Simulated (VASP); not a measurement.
Input of a VASP 6.6.1 run:

INCAR

```
  PREC = Accurate
  ENCUT = 520
  EDIFF = 1E-7
  ISMEAR = 1
  SIGMA = 0.1
  LREAL = F
  LASPH = T
  NELM = 60
  ALGO = Normal
  ISIF = 2
  LWAVE = F
  LCHARG = T
  GGA = PE
  LELF = T
  LVHAR = T
  NBANDS = 12
```

KPOINTS

```
Automatic mesh
0
Gamma
  13 13 13
```

File POSCAR:

```
Ta
1.0
   -1.6512800000      1.6512800000      1.6512800000
    1.6512800000     -1.6512800000      1.6512800000
    1.6512800000      1.6512800000     -1.6512800000
Ta
1
Direct
    0.0000000000      0.0000000000      0.0000000000
```

Potentials or basis: VASP PAW PBE potentials, release 64 (Ta_pv).

Launch:

```console
$ cat potpaw_PBE.64/Ta_pv/POTCAR > POTCAR
$ mpirun -np 1 vasp_std > vasp.out
```

**Question.** Estimate the pressure.

**Answer.** 3.9 GPa.
